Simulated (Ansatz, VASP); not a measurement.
AlCo in VASP and in Ansatz

```
Al Co
1.0
     2.85190    0.00000    0.00000
     0.00000    2.85190    0.00000
     0.00000    0.00000    2.85190
Al Co
1 1
Direct
  0.00000 0.00000 0.00000
  0.49241 0.49241 0.49241
```

Change from the starting cell: all Co atoms moved +0.037 Å, as atom 2 towards its neighbour atom 1 (Al) at 2.470 Å.

Alike in both runs: task single point; functional PBE; k mesh 22 × 22 × 22; occupations gaussian, width 0.15 eV; no spin polarisation.

|  | VASP | Ansatz |
| --- | --- | --- |
| version | VASP 6.6.1 | Ansatz 0.2.0 |
| potentials or method | VASP PAW PBE potentials, release 64 (Al, Co), cutoff 520 eV | scalar-relativistic, plane waves, PAW |
| valence electrons in the cell | 12 | 20 |

|  | VASP | Ansatz | Ansatz less VASP |
| --- | --- | --- | --- |
| gap on the k mesh at the Fermi level (eV) | none | none | - |
| pressure (GPa) | -0.2 | 0.1 | +0.34 |
| traceless stress, the component that is largest in VASP (GPa) | 0.08 | 0.08 | -0.001 |
| rms of the force components (eV/Å) | 0.158 | 0.157 | -0.0006 |

Atom by atom the forces differ by 0.001 eV/Å (rms over components). A gap of «none» marks a metal or a gap that the smearing closes. VASP's potentials hold 12 valence electrons a cell and Ansatz's 20, so a difference there can come from the potentials and not from the codes.
